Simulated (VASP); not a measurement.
# Sb in VASP: single point with r2SCAN

Aim: the single point of Sb with r2SCAN.

All numbers are computed with VASP 6.6.1; they aren't measurements. Logs are shortened: lines on timing, memory, paths and dates and some standing lists are left out, and cuts for length are marked.

## (1) The cell of the first run

The cell holds a slab with vacuum, 3 atoms: a = 2.988 Å, b = 2.988 Å, c = 20.879 Å, α = 90.00°, β = 90.00°, γ = 109.47°.

## (2) Single point, r2SCAN

POSCAR

```
Sb
1.0
    2.9877880000      0.0000000000      0.0000000000
   -0.9959293021      2.8169135518      0.0000000000
    0.0000000000      0.0000000000     20.8790374686
Sb
3
Direct
    0.0000000000      0.0000000000      0.3831594254
    0.5000000235      0.5000000235      0.5000000000
    0.0000000470      0.0000000470      0.6168405746
```

INCAR.step1

```
SYSTEM = Sb
PREC = Accurate
ENCUT = 520
ISMEAR = -1
SIGMA = 0.1
LREAL = .False.
LASPH = .True.
NELM = 100
LDIPOL = .True.
IDIPOL = 3
DIPOL = 0.5 0.5 0.500
NBANDS = 14
GGA = PE
ALGO = Normal
EDIFF = 1E-4
LWAVE = .True.
LCHARG = .False.
```

INCAR.step2

```
SYSTEM = Sb
PREC = Accurate
ENCUT = 520
EDIFF = 1E-6
ISMEAR = -1
SIGMA = 0.1
LREAL = .False.
LASPH = .True.
NELM = 100
ALGO = Normal
ISIF = 2
LWAVE = .False.
LCHARG = .True.
LDIPOL = .True.
IDIPOL = 3
DIPOL = 0.5 0.5 0.500
METAGGA = R2SCAN
LMIXTAU = .True.
LELF = .True.
LVHAR = .True.
LVACPOTAV = .True.
NBANDS = 14
ISTART = 1
```

KPOINTS

```
regular mesh
0
Gamma
  6 6 1
  0 0 0
```

Potentials or basis: VASP PAW PBE potentials, release 64 (Sb).

Command:

```
cat potpaw_PBE.64/Sb/POTCAR > POTCAR
cp INCAR.step1 INCAR
mpirun -np 1 vasp_std > vasp.out
cp INCAR.step2 INCAR
mpirun -np 1 vasp_std > vasp.out
```

OUTCAR:

```text
SYSTEM = Sb
   PREC = Accurate
   ENCUT = 520
   EDIFF = 1E-6
   ISMEAR = -1
   LREAL = .False.
   LASPH = .True.
   NELM = 100
   ISIF = 2
   METAGGA = R2SCAN
   ISTART = 1

 ion  position               nearest neighbor table
   1  0.000  0.000  0.383-   2 2.99   2 2.99   2 3.45   2 3.45
   2  0.500  0.500  0.500-   1 2.99   3 2.99   3 2.99   1 2.99   1 3.45   3 3.45   1 3.45   3 3.45

   3  0.000  0.000  0.617-   2 2.99   2 2.99   2 3.45   2 3.45

  LATTYP: Found a base centered orthorhombic cell.
 ALAT       =     3.4500004392
 B/A-ratio  =     1.4142135457
 C/A-ratio  =     6.0518941479

  Lattice vectors:

 A1 = (   2.9877880000,   0.0000000000,   0.0000000000)
 A2 = (  -0.9959293021,   2.8169135518,   0.0000000000)
 A3 = (   0.0000000000,   0.0000000000,  20.8790374686)

Analysis of symmetry for initial positions (statically):
=====================================================================
 Subroutine PRICEL returns:
 Original cell was already a primitive cell.

 Routine SETGRP: Setting up the symmetry group for a
 base centered orthorhombic supercell.

 Subroutine GETGRP returns: Found  8 space group operations
 (whereof  8 operations were pure point group operations)
 out of a pool of  8 trial point group operations.

The static configuration has the point symmetry D_2h.

Analysis of symmetry for dynamics (positions and initial velocities):
=====================================================================
 Subroutine PRICEL returns:
 Original cell was already a primitive cell.

 Routine SETGRP: Setting up the symmetry group for a
 base centered orthorhombic supercell.

 Subroutine GETGRP returns: Found  8 space group operations
 (whereof  8 operations were pure point group operations)
 out of a pool of  8 trial point group operations.

The dynamic configuration has the point symmetry D_2h.

 Subroutine INISYM returns: Found  8 space group operations
 (whereof  8 operations are pure point group operations),
 and found     1 'primitive' translations

----------------------------------------------------------------------------------------

                                     Primitive cell

  volume of cell :     175.7251

  direct lattice vectors                    reciprocal lattice vectors
     2.987788000  0.000000000  0.000000000     0.334695768  0.118332820  0.000000000
    -0.995929302  2.816913552  0.000000000     0.000000000  0.354998470  0.000000000
     0.000000000  0.000000000 20.879037469     0.000000000  0.000000000  0.047894928

  length of vectors
     2.987788000  2.987788000 20.879037469     0.354998470  0.354998470  0.047894928

  position of ions in fractional coordinates (direct lattice)
     0.000000000  0.000000000  0.383159425
     0.500000024  0.500000024  0.500000000
     0.000000047  0.000000047  0.616840575

  ion indices of the primitive-cell ions
   primitive index   ion index
                 1           1
                 2           2
                 3           3

----------------------------------------------------------------------------------------

 KPOINTS: regular mesh

Automatic generation of k-mesh.
 Grid dimensions read from file:
 generate k-points for:    6    6    1

 Generating k-lattice:

  Cartesian coordinates                     Fractional coordinates (reciprocal lattice)
     0.055782628  0.019722137  0.000000000     0.166666667  0.000000000  0.000000000
     0.000000000  0.059166412  0.000000000     0.000000000  0.166666667  0.000000000
     0.000000000  0.000000000  0.047894928     0.000000000  0.000000000  1.000000000

  Length of vectors
     0.059166412  0.059166412  0.047894928

  Shift w.r.t. Gamma in fractional coordinates (k-lattice)
     0.000000000  0.000000000  0.000000000

 Subroutine IBZKPT returns following result:
 ===========================================

 Found     13 irreducible k-points:

 Following reciprocal coordinates:
            Coordinates               Weight
  0.000000  0.000000  0.000000      1.000000
  0.166667  0.000000  0.000000      4.000000
  0.333333 -0.000000  0.000000      4.000000
  0.500000 -0.000000  0.000000      2.000000
  0.166667  0.166667  0.000000      2.000000
  0.333333  0.166667  0.000000      4.000000
  0.500000  0.166667  0.000000      4.000000
 -0.333333  0.166667  0.000000      4.000000
 -0.166667  0.166667  0.000000      2.000000
  0.333333  0.333333  0.000000      2.000000
  0.500000  0.333333  0.000000      4.000000
 -0.333333  0.333333  0.000000      2.000000
  0.500000  0.500000  0.000000      1.000000
   k-points           NKPTS =     13   k-points in BZ     NKDIM =     13   number of bands    NBANDS=     14
   number of dos      NEDOS =    301   number of ions     NIONS =      3
   total plane-waves  NPLWV =  92160
   dimension x,y,z NGX =    24 NGY =   24 NGZ =  160
   dimension x,y,z NGXF=    48 NGYF=   48 NGZF=  320
   ions per type =               3
   NGX,Y,Z   is equivalent  to a cutoff of  13.35, 13.35, 12.74 a.u.
   NGXF,Y,Z  is equivalent  to a cutoff of  26.71, 26.71, 25.48 a.u.
 SYSTEM =  Sb
   PREC   = accura    normal or accurate (medium, high low for compatibility)
   ISTART =      1    job   : 0-new  1-cont  2-samecut
   ICHARG =      0    charge: 1-file 2-atom 10-const
   ISPIN  =      1    spin polarized calculation?
   LNONCOLLINEAR =      F non collinear calculations
   LSORBIT =      F    spin-orbit coupling
   LASPH  =      T    aspherical Exc in radial PAW
   ENCUT  =  520.0 eV  38.22 Ry    6.18 a.u.   5.56  5.56 38.82*2*pi/ulx,y,z
   NELM   =    100;   NELMIN=  2; NELMDL=  0     # of ELM steps
   EDIFF  = 0.1E-05   stopping-criterion for ELM
   LREAL  =      F    real-space projection
   EDIFFG = 0.1E-04   stopping-criterion for IOM
   NSW    =      0    number of steps for IOM
   IBRION =     -1    ionic relax: 0-MD 1-quasi-New 2-CG
   NFREE  =      0    steps in history (QN), initial steepest desc. (CG)
   ISIF   =      2    stress and relaxation
   ISYM   =      2    0-nonsym 1-usesym 2-fastsym
   POTIM  = 0.5000    time-step for ionic-motion
   TEBEG  =    0.0;   TEEND  =   0.0 temperature during run
   PSTRESS=    0.0 pullay stress
   NELECT =      15.0000    total number of electrons
   NUPDOWN=      -1.0000    fix difference up-down
   EMIN   =  10.00;   EMAX   =-10.00  energy-range for DOS
   EFERMI =   0.00;   METHOD = LEGACY
   ISMEAR =    -1;   SIGMA  =   0.10  broadening in eV -4-tet -1-fermi 0-gaus
   EFERMI_NEDOS =   21; number of points for ismear=-14 and -15
   IALGO  =     38    algorithm
   IMIX   =      4    mixing-type and parameters
     AMIX     =   0.40;   BMIX     =  1.00
     AMIX_MAG =   1.60;   BMIX_MAG =  1.00
  volume/ion in A,a.u.               =      58.58       395.28
  Fermi-wavevector in a.u.,A,eV,Ry     =   0.720821  1.362154  7.069351  0.519583
  Thomas-Fermi vector in A             =   1.810371
   LORBIT       =      0    0 simple, 1 ext, 2 COOP (PROOUT), +10 PAW based schemes
   METAGGA = R2SCAN    functional components
   LHFCALC =     F    Hartree Fock is set to
   AEXX    =    0.0000 exact exchange contribution
   IVDW    =     0    specifies the selected vdW correction
   LEPSILON=     F    determine dielectric tensor
   LRPA    =     F    only Hartree local field effects (RPA)
 non-spin polarized calculation
  energy-cutoff  :      520.00
  volume of cell :      175.73
 maximum number of plane-waves:      4779
 NGX is ok and might be reduce to    24
   NGX = 11   NGY = 11   NGZ = 77

 dipolmoment           0.000000      0.000000      0.000000 electrons x Angstroem

 number of electron      15.0000000 magnetization

 dipolmoment           0.000000      0.000000     -0.000000 electrons x Angstroem

 Free energy of the ion-electron system (eV)
  ---------------------------------------------------
  ext. energy  EPLUGINS =         0.00000000
  ---------------------------------------------------
  free energy    TOTEN  =       -74.67960860 eV

  energy without entropy =      -74.58997725  energy(sigma->0) =      -74.63479292

 E-fermi :   1.5049     XC(G=0):  -5.0213

 val. band max:        1.4998711984   @ k =   0.3333   0.3333   0.0000
 cond. band min:       1.5540281862   @ k =   0.5000  -0.0000   0.0000
 fundamental gap:      0.0541569878
 Fermi energy:         1.5048611195

 k-point     1 :       0.0000    0.0000    0.0000
  band No.  band energies     occupation
      1     -13.8053      2.00000
      2     -11.9857      2.00000
      3      -9.4234      2.00000
      4      -4.3628      2.00000
      5      -0.2891      2.00000
      6       3.8808      0.00000
      7       4.8359      0.00000
      8       5.5545      0.00000
      9       6.4152      0.00000
     10       6.6455      0.00000
     11       6.8677      0.00000
     12       7.0937      0.00000
     13       8.5301      0.00000
     14       8.5853      0.00000

 k-point     2 :       0.1667    0.0000    0.0000
  band No.  band energies     occupation
      1     -13.2177      2.00000
      2     -11.4053      2.00000
      3      -8.8879      2.00000
      4      -3.7768      2.00000
      5       0.0270      2.00000
      6       1.4409      1.30956
      7       2.9338      0.00000
      8       4.4122      0.00000
      9       5.4248      0.00000
     10       5.6538      0.00000
     11       6.0942      0.00000
     12       6.7988      0.00000
     13       7.1686      0.00000
     14       7.2525      0.00000

 k-point     3 :       0.3333   -0.0000    0.0000
  band No.  band energies     occupation
      1     -11.4591      2.00000
      2      -9.6884      2.00000
      3      -7.4486      2.00000
      4      -3.6904      2.00000
      5      -2.6355      2.00000
      6      -1.4507      2.00000
      7       0.1267      2.00000
      8       2.0146      0.01215
      9       4.1032      0.00000
     10       5.1870      0.00000
     11       6.6027      0.00000
     12       6.8386      0.00000
     13       6.9530      0.00000
     14       7.6696      0.00000

 k-point     4 :       0.5000   -0.0000    0.0000
  band No.  band energies     occupation
      1      -8.7478      2.00000
      2      -8.5229      2.00000
      3      -7.6339      2.00000
      4      -5.4213      2.00000
      5      -4.1819      2.00000
      6      -3.2309      2.00000
      7       0.3298      1.99998
      8       1.5540      0.75900
      9       3.0259      0.00000
     10       5.5526      0.00000
     11       5.8620      0.00000
     12       6.2149      0.00000
     13       7.2795      0.00000
     14       8.9413      0.00000

 k-point     5 :       0.1667    0.1667    0.0000
  band No.  band energies     occupation
      1     -12.2403      2.00000
      2     -10.4490      2.00000
      3      -8.0579      2.00000
      4      -2.8405      2.00000
      5      -0.8808      2.00000
      6       0.9029      1.99515
      7       1.1908      1.91707
      8       1.3280      1.70847
      9       2.5084      0.00009
     10       4.2929      0.00000
     11       4.4291      0.00000
[... 89 lines left out ...]
 k-point    11 :       0.5000    0.3333    0.0000
  band No.  band energies     occupation
      1      -8.6136      2.00000
      2      -6.9100      2.00000
      3      -5.0900      2.00000
      4      -3.5400      2.00000
      5      -2.7886      2.00000
      6      -2.3956      2.00000
      7      -1.0870      2.00000
      8       0.3730      1.99998
      9       0.8589      1.99687
     10       1.4143      1.42414
     11       4.3691      0.00000
     12       5.2462      0.00000
     13       6.8617      0.00000
     14       7.3503      0.00000

 k-point    12 :      -0.3333    0.3333    0.0000
  band No.  band energies     occupation
      1     -10.6807      2.00000
      2      -8.8941      2.00000
      3      -6.4433      2.00000
      4      -1.4852      2.00000
      5      -1.0508      2.00000
      6       0.2758      1.99999
      7       0.5234      1.99989
      8       1.6813      0.29259
      9       2.1328      0.00374
     10       2.1547      0.00301
     11       4.2090      0.00000
     12       4.9933      0.00000
     13       5.9486      0.00000
     14       7.2891      0.00000

 k-point    13 :       0.5000    0.5000    0.0000
  band No.  band energies     occupation
      1      -7.5522      2.00000
      2      -5.8242      2.00000
      3      -5.6687      2.00000
      4      -3.9870      2.00000
      5      -3.3565      2.00000
      6      -2.0771      2.00000
      7      -0.5995      2.00000
      8       0.6050      1.99975
      9       1.2444      1.86236
     10       2.8559      0.00000
     11       3.2794      0.00000
     12       4.6723      0.00000
     13       5.5415      0.00000
     14       6.0483      0.00000

------------------------ aborting loop because EDIFF is reached ----------------------------------------

  FORCE on cell =-STRESS in cart. coord.  units (eV):
  Direction    XX          YY          ZZ          XY          YZ          ZX
  --------------------------------------------------------------------------------------
  -------------------------------------------------------------------------------------
  Total       10.4905558      9.8187615      6.3612741     -0.9500606      0.0000000      0.0000000
  in kB       95.6478711     89.5227724     57.9990554     -8.6621979      0.0000000      0.0000000
  external PRESSURE =      81.0565663 kB  Pullay stress =       0.0000000 kB

 VOLUME and BASIS-vectors are now :
 -----------------------------------------------------------------------------
  energy-cutoff  :      520.00
  volume of cell :      175.73
      direct lattice vectors                 reciprocal lattice vectors
     2.987788000  0.000000000  0.000000000     0.334695768  0.118332820  0.000000000
    -0.995929302  2.816913552  0.000000000     0.000000000  0.354998470  0.000000000
     0.000000000  0.000000000 20.879037469     0.000000000  0.000000000  0.047894928

 POSITION                                       TOTAL-FORCE (eV/Angst)
 -----------------------------------------------------------------------------------
      0.00000      0.00000      8.00000         0.000000     -0.000000     -1.305532
      0.99593      1.40846     10.43952         0.000000      0.000000      0.000000
      0.00000      0.00000     12.87904        -0.000000      0.000000      1.305532
 -----------------------------------------------------------------------------------
    total drift:                               -0.000020     -0.000028      0.000000

  FREE ENERGIE OF THE ION-ELECTRON SYSTEM (eV)
  ---------------------------------------------------
  free  energy   TOTEN  =       -74.6796085965 eV

  energy  without entropy=      -74.5899772493  energy(sigma->0) =      -74.63479292

 vacuum level on the upper side and lower side of the slab         5.817         5.817
```

Wall time 5 min (1 thread of Intel Xeon 8259CL, shared host); peak memory 0.32 GiB.

Results:

- Free energy: -74.6796 eV
- Largest force: 1.306 eV/Å

Forces on the atoms (eV/Å):
```
Sb   0.000  0.000 -1.306
Sb   0.000  0.000  0.000
Sb   0.000  0.000  1.306
```

Caveat: the k points lie up to 0.37 Å⁻¹ apart; the PAW data sets were made with another functional, which shifts forces and pressure a little; spin-orbit coupling is left out, which moves the levels of the heavy elements.
